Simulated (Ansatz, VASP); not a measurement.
**Si: VASP beside Ansatz**

File INCAR:

```
SYSTEM = Si
  ALGO = Normal
  EDIFF = 1E-6
  ENCUT = 500
  GGA = LIBXC
  GGA_COMPAT = .False.
  ISIF = 2
  ISMEAR = 1
  LASPH = .True.
  LCHARG = .True.
  LIBXC1 = GGA_X_PBE_SOL
  LIBXC2 = GGA_C_PBE
  LNONCOLLINEAR = .True.
  LORBIT = 11
  LREAL = .False.
  LVHAR = .True.
  LWAVE = .False.
  MAGMOM = 0.5 0 0 0.5 0 0
  NBANDS = 20
  NELM = 200
  PREC = Accurate
  SIGMA = 0.05
```

KPOINTS

```
k-points
0
Gamma
  6 6 6
  0 0 0
```

The input POSCAR:

```
Si
1.0
    0.0000000000      2.7218511865      2.7218511865
    2.7218511865      0.0000000000      2.7218511865
    2.7218511865      2.7218511865      0.0000000000
Si
2
Direct
    0.5000000000      0.5000000000      0.5000000000
    0.7500000000      0.7500000000      0.7500000000
```

File input.yaml:

```yaml
crystal:
  lattice:
    - [0.0, 2.7218511865, 2.7218511865]
    - [2.7218511865, 0.0, 2.7218511865]
    - [2.7218511865, 2.7218511865, 0.0]
  atoms:
    - { symbol: Si, position: [0.5, 0.5, 0.5], spin: 0.5, spin_axis: [1.0, 0.0, 0.0] }
    - { symbol: Si, position: [0.75, 0.75, 0.75], spin: 0.5, spin_axis: [1.0, 0.0, 0.0] }
kpoints:
  mp_grid: { grid: [6, 6, 6] }
  band_path:
    path:
      - [0.0, 0.0, 0.0]
      - [0.5, 0.0, 0.5]
      - [0.5, 0.25, 0.75]
      - [0.375, 0.375, 0.75]
      - [0.0, 0.0, 0.0]
      - [0.5, 0.5, 0.5]
      - [0.625, 0.25, 0.625]
      - [0.5, 0.25, 0.75]
    npoints: 12
scf:
  occupations: { method: methfessel_paxton, width: 0.05 }
hamiltonian:
  xc: { exchange: pbesol, correlation: pbe }
  pseudopotentials: { kind: all_electron, lapw: { basis_error: 0.0005 } }
magnetization:
  noncollinear: true
output:
  forces: true
  stress: true
  eigenvalues: true
  fatbands: true
  dos: { projected: true, de: 0.1, e_range: [-14, 6] }
  populations: true
```

Alike in both runs: functional pbesol exchange, pbe correlation; k mesh 6 × 6 × 6; occupations methfessel-paxton of order 1, width 0.05 eV; non-collinear spin.

|  | VASP | Ansatz |
| --- | --- | --- |
| version | VASP 6.6.1 | Ansatz 0.2.0 |
| potentials or method | VASP PAW PBE potentials, release 64 (Si), cutoff 500 eV | all-electron LAPW, scalar-relativistic |
| task | single point | projected density of states |

```csv
,VASP,Ansatz,Ansatz less VASP
gap on the k mesh at the Fermi level (eV),0.53,0.54,+0.010
least direct gap on the mesh (eV),2.47,2.48,+0.006
pressure (GPa),-1.0,-1.1,-0.09
net moment per atom (μB),0.00,0.00,0.000
```

VASP's potentials were made for PBE, not for pbesol exchange, pbe correlation. Ansatz ran all-electron here, and VASP with PAW potentials.

Noted on Ansatz's run: the program listed the state as in doubt.
